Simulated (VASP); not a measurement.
# Al (Fm-3m) in VASP: single point with r2SCAN

Aim: the single point of Al with r2SCAN.

Everything below comes from runs of VASP 6.6.1. Logs are shortened: lines on timing, memory, paths and dates and some standing lists are left out, and cuts for length are marked.

## 1. The cell of the first run

Symmetry: Fm-3m, No. 225, cubic system. The conventional cell has a = 4.050 Å, b = 4.050 Å, c = 4.050 Å, α = 90.00°, β = 90.00°, γ = 90.00°. Within 3.8 Å of Al (site symmetry m-3m) lie 12 Al at 2.86 Å.

## 2. Single point, r2SCAN

Input file POSCAR:

```
Al
1.0
    0.0000000000      2.0249987299      2.0249987299
    2.0249987299      0.0000000000      2.0249987299
    2.0249987299      2.0249987299      0.0000000000
Al
1
Direct
    0.0000000000      0.0000000000      0.0000000000
```

Input file INCAR.step1:

```
SYSTEM = Al
ALGO     = Normal         ! electronic algorithm
EDIFF    = 1E-4           ! SCF threshold, eV
ENCUT    = 520            ! plane-wave cutoff, eV
GGA      = PE             ! functional
ISMEAR   = 0              ! smearing method
LASPH    = .TRUE.         ! aspherical terms in the spheres
LCHARG   = .FALSE.        ! write CHGCAR
LREAL    = .FALSE.        ! projectors in reciprocal space
LWAVE    = .TRUE.         ! write WAVECAR
NBANDS   = 8              ! bands
NELM     = 80             ! most SCF steps
PREC     = Accurate       ! precision mode
SIGMA    = 0.05           ! smearing width, eV
```

Input file INCAR.step2:

```
SYSTEM = Al
ALGO     = Normal         ! electronic algorithm
EDIFF    = 1E-7           ! SCF threshold, eV
ENCUT    = 520            ! plane-wave cutoff, eV
ISIF     = 2              ! what is computed and relaxed
ISMEAR   = 0              ! smearing method
ISTART   = 1            
LASPH    = .TRUE.         ! aspherical terms in the spheres
LCHARG   = .FALSE.        ! write CHGCAR
LMIXTAU  = .TRUE.       
LREAL    = .FALSE.        ! projectors in reciprocal space
LWAVE    = .FALSE.        ! write WAVECAR
METAGGA  = R2SCAN         ! meta-GGA
NBANDS   = 8              ! bands
NELM     = 80             ! most SCF steps
PREC     = Accurate       ! precision mode
SIGMA    = 0.05           ! smearing width, eV
```

Input file KPOINTS:

```
k-points
0
G
  14 14 14
  0 0 0
```

Potentials or basis: VASP PAW PBE potentials, release 64 (Al).

Launch:

```
$ cat potpaw_PBE.64/Al/POTCAR > POTCAR
$ cp INCAR.step1 INCAR
$ mpirun -np 1 vasp_std > vasp.out
$ cp INCAR.step2 INCAR
$ mpirun -np 1 vasp_std > vasp.out
```

OUTCAR:

```text
SYSTEM = Al
   EDIFF = 1E-7
   ENCUT = 520
   ISIF = 2
   ISMEAR = 0
   ISTART = 1
   LASPH = .TRUE.
   LREAL = .FALSE.
   METAGGA = R2SCAN
   NELM = 80
   PREC = Accurate

 ion  position               nearest neighbor table
   1  0.000  0.000  0.000-

  LATTYP: Found a face centered cubic cell.
 ALAT       =     4.0499974598

  Lattice vectors:

 A1 = (   0.0000000000,   2.0249987299,   2.0249987299)
 A2 = (   2.0249987299,   0.0000000000,   2.0249987299)
 A3 = (   2.0249987299,   2.0249987299,   0.0000000000)

Analysis of symmetry for initial positions (statically):
=====================================================================
 Subroutine PRICEL returns:
 Original cell was already a primitive cell.

 Routine SETGRP: Setting up the symmetry group for a
 face centered cubic supercell.

 Subroutine GETGRP returns: Found 48 space group operations
 (whereof 48 operations were pure point group operations)
 out of a pool of 48 trial point group operations.

The static configuration has the point symmetry O_h .

Analysis of symmetry for dynamics (positions and initial velocities):
=====================================================================
 Subroutine PRICEL returns:
 Original cell was already a primitive cell.

 Routine SETGRP: Setting up the symmetry group for a
 face centered cubic supercell.

 Subroutine GETGRP returns: Found 48 space group operations
 (whereof 48 operations were pure point group operations)
 out of a pool of 48 trial point group operations.

The dynamic configuration has the point symmetry O_h .

 Subroutine INISYM returns: Found 48 space group operations
 (whereof 48 operations are pure point group operations),
 and found     1 'primitive' translations

----------------------------------------------------------------------------------------

                                     Primitive cell

  volume of cell :      16.6075

  direct lattice vectors                    reciprocal lattice vectors
     0.000000000  2.024998730  2.024998730    -0.246913735  0.246913735  0.246913735
     2.024998730  0.000000000  2.024998730     0.246913735 -0.246913735  0.246913735
     2.024998730  2.024998730  0.000000000     0.246913735  0.246913735 -0.246913735

  length of vectors
     2.863780668  2.863780668  2.863780668     0.427667134  0.427667134  0.427667134

  position of ions in fractional coordinates (direct lattice)
     0.000000000  0.000000000  0.000000000

  ion indices of the primitive-cell ions
   primitive index   ion index
                 1           1

----------------------------------------------------------------------------------------

 KPOINTS: k-points

Automatic generation of k-mesh.
 Grid dimensions read from file:
 generate k-points for:   14   14   14

 Generating k-lattice:

  Cartesian coordinates                     Fractional coordinates (reciprocal lattice)
    -0.017636695  0.017636695  0.017636695     0.071428571  0.000000000  0.000000000
     0.017636695 -0.017636695  0.017636695     0.000000000  0.071428571  0.000000000
     0.017636695  0.017636695 -0.017636695     0.000000000  0.000000000  0.071428571

  Length of vectors
     0.030547652  0.030547652  0.030547652

  Shift w.r.t. Gamma in fractional coordinates (k-lattice)
     0.000000000  0.000000000  0.000000000

 Subroutine IBZKPT returns following result:
 ===========================================

 Found    104 irreducible k-points:

 Following reciprocal coordinates:
            Coordinates               Weight
  0.000000  0.000000  0.000000      1.000000
  0.071429  0.000000  0.000000      8.000000
  0.142857  0.000000  0.000000      8.000000
  0.214286  0.000000  0.000000      8.000000
  0.285714  0.000000  0.000000      8.000000
  0.357143  0.000000  0.000000      8.000000
[... 16 lines left out ...]
  0.214286  0.142857  0.000000     24.000000
  0.285714  0.142857  0.000000     24.000000
 [... further k-points ...]
   k-points           NKPTS =    104   k-points in BZ     NKDIM =    104   number of bands    NBANDS=      8
   number of dos      NEDOS =    301   number of ions     NIONS =      1
   total plane-waves  NPLWV =  13824
   dimension x,y,z NGX =    24 NGY =   24 NGZ =   24
   dimension x,y,z NGXF=    48 NGYF=   48 NGZF=   48
   ions per type =               1
   NGX,Y,Z   is equivalent  to a cutoff of  13.93, 13.93, 13.93 a.u.
   NGXF,Y,Z  is equivalent  to a cutoff of  27.86, 27.86, 27.86 a.u.
 SYSTEM =  Al
   PREC   = accura    normal or accurate (medium, high low for compatibility)
   ISTART =      1    job   : 0-new  1-cont  2-samecut
   ICHARG =      0    charge: 1-file 2-atom 10-const
   ISPIN  =      1    spin polarized calculation?
   LNONCOLLINEAR =      F non collinear calculations
   LSORBIT =      F    spin-orbit coupling
   LASPH  =      T    aspherical Exc in radial PAW
   ENCUT  =  520.0 eV  38.22 Ry    6.18 a.u.   5.32  5.32  5.32*2*pi/ulx,y,z
   NELM   =     80;   NELMIN=  2; NELMDL=  0     # of ELM steps
   EDIFF  = 0.1E-06   stopping-criterion for ELM
   LREAL  =      F    real-space projection
   EDIFFG = 0.1E-05   stopping-criterion for IOM
   NSW    =      0    number of steps for IOM
   IBRION =     -1    ionic relax: 0-MD 1-quasi-New 2-CG
   NFREE  =      0    steps in history (QN), initial steepest desc. (CG)
   ISIF   =      2    stress and relaxation
   ISYM   =      2    0-nonsym 1-usesym 2-fastsym
   POTIM  = 0.5000    time-step for ionic-motion
   TEBEG  =    0.0;   TEEND  =   0.0 temperature during run
   PSTRESS=    0.0 pullay stress
   NELECT =       3.0000    total number of electrons
   NUPDOWN=      -1.0000    fix difference up-down
   EMIN   =  10.00;   EMAX   =-10.00  energy-range for DOS
   EFERMI =   0.00;   METHOD = LEGACY
   ISMEAR =     0;   SIGMA  =   0.05  broadening in eV -4-tet -1-fermi 0-gaus
   EFERMI_NEDOS =   21; number of points for ismear=-14 and -15
   IALGO  =     38    algorithm
   IMIX   =      4    mixing-type and parameters
     AMIX     =   0.40;   BMIX     =  1.00
     AMIX_MAG =   1.60;   BMIX_MAG =  1.00
  volume/ion in A,a.u.               =      16.61       112.07
  Fermi-wavevector in a.u.,A,eV,Ry     =   0.925438  1.748824 11.652503  0.856435
  Thomas-Fermi vector in A             =   2.051292
   LORBIT       =      0    0 simple, 1 ext, 2 COOP (PROOUT), +10 PAW based schemes
   METAGGA = R2SCAN    functional components
   LHFCALC =     F    Hartree Fock is set to
   AEXX    =    0.0000 exact exchange contribution
   IVDW    =     0    specifies the selected vdW correction
   LEPSILON=     F    determine dielectric tensor
   LRPA    =     F    only Hartree local field effects (RPA)
 non-spin polarized calculation
 Gauss-broadening in eV      SIGMA  =   0.05
  energy-cutoff  :      520.00
  volume of cell :       16.61
 maximum number of plane-waves:       459
 NGX is ok and might be reduce to    24
   NGX = 11   NGY = 11   NGZ = 11

 number of electron       3.0000000 magnetization

 Free energy of the ion-electron system (eV)
  ---------------------------------------------------
  ext. energy  EPLUGINS =         0.00000000
  ---------------------------------------------------
  free energy    TOTEN  =        -6.72270229 eV

  energy without entropy =       -6.72212994  energy(sigma->0) =       -6.72241611

 E-fermi :   7.9250     XC(G=0): -10.8830

 val. band max:        7.8904292515   @ k =  -0.3571   0.4286   0.0714
 cond. band min:       7.9410002681   @ k =  -0.3571   0.3571   0.0000
 fundamental gap:      0.0505710166
 Fermi energy:         7.9250004592

 k-point     1 :       0.0000    0.0000    0.0000
  band No.  band energies     occupation
      1      -3.8432      2.00000
      2      21.2348      0.00000
      3      21.2348      0.00000
      4      21.2348      0.00000
      5      23.0801      0.00000
      6      23.0801      0.00000
      7      23.0801      0.00000
      8      25.2631      0.00000

 k-point     2 :       0.0714    0.0000    0.0000
  band No.  band energies     occupation
      1      -3.6963      2.00000
      2      19.0334      0.00000
      3      20.8048      0.00000
      4      20.8048      0.00000
      5      23.6657      0.00000
      6      23.7401      0.00000
      7      23.7401      0.00000
      8      26.7767      0.00000

 k-point     3 :       0.1429    0.0000    0.0000
  band No.  band energies     occupation
      1      -3.2566      2.00000
      2      15.9890      0.00000
      3      20.1675      0.00000
      4      20.1675      0.00000
      5      23.5383      0.00000
      6      24.9245      0.00000
      7      24.9245      0.00000
      8      26.3036      0.00000

 k-point     4 :       0.2143    0.0000    0.0000
  band No.  band energies     occupation
      1      -2.5267      2.00000
      2      13.0172      0.00000
      3      19.6879      0.00000
      4      19.6879      0.00000
      5      23.2878      0.00000
      6      24.3072      0.00000
      7      24.3072      0.00000
      8      27.0423      0.00000

 k-point     5 :       0.2857    0.0000    0.0000
  band No.  band energies     occupation
      1      -1.5108      2.00000
      2      10.2241      0.00000
      3      19.4285      0.00000
      4      19.4285      0.00000
      5      22.9478      0.00000
      6      22.9478      0.00000
      7      23.1478      0.00000
      8      27.1914      0.00000

 k-point     6 :       0.3571    0.0000    0.0000
  band No.  band energies     occupation
      1      -0.2153      2.00000
      2       7.6474      2.00000
      3      19.4051      0.00000
      4      19.4051      0.00000
      5      21.7642      0.00000
      6      21.7642      0.00000
      7      23.2070      0.00000
      8      25.9639      0.00000

 k-point     7 :       0.4286    0.0000    0.0000
  band No.  band energies     occupation
      1       1.3502      2.00000
      2       5.3099      2.00000
      3      19.6216      0.00000
      4      19.6216      0.00000
      5      20.8138      0.00000
      6      20.8138      0.00000
      7      23.4970      0.00000
      8      24.9389      0.00000
[... 133 lines left out ...]
 k-point    20 :      -0.1429    0.0714    0.0000
  band No.  band energies     occupation
      1      -2.9155      2.00000
      2      15.0294      0.00000
      3      17.7151      0.00000
      4      21.5273      0.00000
      5      23.7657      0.00000
      6      24.2725      0.00000
      7      24.7752      0.00000
      8      25.6244      0.00000

 k-point    21 :      -0.0714    0.0714    0.0000
  band No.  band energies     occupation
      1      -3.4519      2.00000
      2      17.7337      0.00000
      3      18.6892      0.00000
      4      21.6151      0.00000
      5      23.3296      0.00000
      6      24.1798      0.00000
      7      25.0201      0.00000
      8      25.9659      0.00000

 k-point    22 :       0.1429    0.1429    0.0000
  band No.  band energies     occupation
      1      -3.0616      2.00000
      2      18.0562      0.00000
      3      18.0562      0.00000
      4      18.1473      0.00000
      5      21.5761      0.00000
      6      22.4566      0.00000
      7      27.3543      0.00000
      8      27.3543      0.00000

 k-point    23 :       0.2143    0.1429    0.0000
  band No.  band energies     occupation
      1      -2.5267      2.00000
      2      15.3131      0.00000
      3      17.3611      0.00000
      4      18.6045      0.00000
      5      20.5986      0.00000
      6      21.7659      0.00000
      7      27.8608      0.00000
      8      28.1948      0.00000

 k-point    24 :       0.2857    0.1429    0.0000
  band No.  band energies     occupation
      1      -1.7039      2.00000
      2      12.4809      0.00000
      3      16.9129      0.00000
      4      18.4336      0.00000
      5      19.0553      0.00000
      6      23.1571      0.00000
      7      27.2293      0.00000
      8      27.8485      0.00000

 [... further k-points ...]
[... 5 lines left out ...]
  --------------------------------------------------------------------------------------
  -------------------------------------------------------------------------------------
  Total       -0.4261168     -0.4261168     -0.4261168     -0.0000000      0.0000000      0.0000000
  in kB      -41.1088140    -41.1088140    -41.1088140     -0.0000000      0.0000000      0.0000000
  external PRESSURE =     -41.1088140 kB  Pullay stress =       0.0000000 kB

 VOLUME and BASIS-vectors are now :
 -----------------------------------------------------------------------------
  energy-cutoff  :      520.00
  volume of cell :       16.61
      direct lattice vectors                 reciprocal lattice vectors
     0.000000000  2.024998730  2.024998730    -0.246913735  0.246913735  0.246913735
     2.024998730  0.000000000  2.024998730     0.246913735 -0.246913735  0.246913735
     2.024998730  2.024998730  0.000000000     0.246913735  0.246913735 -0.246913735

 POSITION                                       TOTAL-FORCE (eV/Angst)
 -----------------------------------------------------------------------------------
      0.00000      0.00000      0.00000         0.000000     -0.000000      0.000000
 -----------------------------------------------------------------------------------
    total drift:                               -0.000000      0.000000     -0.000000

  FREE ENERGIE OF THE ION-ELECTRON SYSTEM (eV)
  ---------------------------------------------------
  free  energy   TOTEN  =        -6.7227022908 eV

  energy  without entropy=       -6.7221299361  energy(sigma->0) =       -6.72241611
```

Run time: 40 s. Hardware: 1 thread of Intel Xeon Platinum 8259CL at 2.50GHz (Skylake/Cascade Lake), shared host; peak memory 0.14 GiB.

What came out:

```yaml
Free_energy: -6.7227 eV
Pressure: -4.1 GPa
```

Levels at points of the mesh, in eV from the Fermi level:
| k point | band 1 | band 2 | band 3 | band 4 | band 5 | band 6 |
| --- | --- | --- | --- | --- | --- | --- |
| (0.00, 0.00, 0.00) | -11.77 | 13.31 | 13.31 | 13.31 | 15.16 | 15.16 |
| (0.50, 0.00, 0.00) | -4.95 | -4.50 | 12.07 | 12.07 | 12.26 | 12.26 |
| (0.50, 0.50, 0.00) | -3.12 | -1.62 | 5.49 | 5.99 | 5.99 | 9.86 |

Caveat: the PAW data sets were made with another functional, which shifts forces and pressure a little.
